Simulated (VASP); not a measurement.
Wanted: the native input for a VASP 6.6.1 run.

* Task: single point
* Functional: PBE
* Potentials or basis: VASP PAW PBE potentials, release 64 (Cr_pv, V_sv, C)
* Cutoff: 520 eV
* k mesh: 11 × 11 × 11
* Occupations: fermi-dirac, width 0.05 eV
* Spin: collinear spin, ferrimagnetic start
* Starting moments: [3.0, -2.0, 0.0, 0.0] μB
* Dipole correction: no
* Further INCAR settings: ALGO = Normal; EDIFF = 1e-07; NBANDS = 28

The structure of VCrC2 lies in POSCAR:

```
VCrC2
1.0
    1.4606320425      0.8432963029      4.7393853233
   -1.4606320425      0.8432963029      4.7393853233
    0.0000000000     -1.6865926058      4.7393853233
Cr V C
1 1 2
Direct
    0.5000000000      0.5000000000      0.5000000000
    0.0000000000      0.0000000000      0.0000000000
    0.2487590000      0.2487590000      0.2487590000
    0.7512410000      0.7512410000      0.7512410000
```

The input as run:

INCAR

```
  PREC = Accurate
  ENCUT = 520
  EDIFF = 1E-7
  ISMEAR = -1
  SIGMA = 0.05
  LREAL = F
  LASPH = T
  NELM = 150
  ALGO = Normal
  ISIF = 2
  LWAVE = F
  LCHARG = F
  ISPIN = 2
  MAGMOM = 3 -2 0 0
  LORBIT = 11
  LMAXMIX = 4
  GGA = PE
  NBANDS = 28
```

KPOINTS

```
regular mesh
0
Gamma
  11 11 11
```

Potentials or basis: VASP PAW PBE potentials, release 64 (Cr_pv, V_sv, C).

Launch:

```sh
$ cat potpaw_PBE.64/Cr_pv/POTCAR potpaw_PBE.64/V_sv/POTCAR potpaw_PBE.64/C/POTCAR > POTCAR
$ mpirun -np 1 vasp_std > vasp.out
```

Results of the run:

The pressure is -2.5 GPa and the largest force is 0.013 eV/Å. The net moment is 0.22 μB per cell. The site moments are Cr +0.23; V +0.00; C -0.01 μB and the valence electrons inside the program's atomic spheres are Cr 11.10; V 11.77; C 2.42.

Caveat: an empty level that is flat over the whole mesh can mark a ghost state of the potentials, or a narrow d or f band.

Run time: 11 min on 1 thread of Intel(R) Xeon(R) 6975P-C (Granite Rapids) (shared host), peak memory 0.47 GiB.
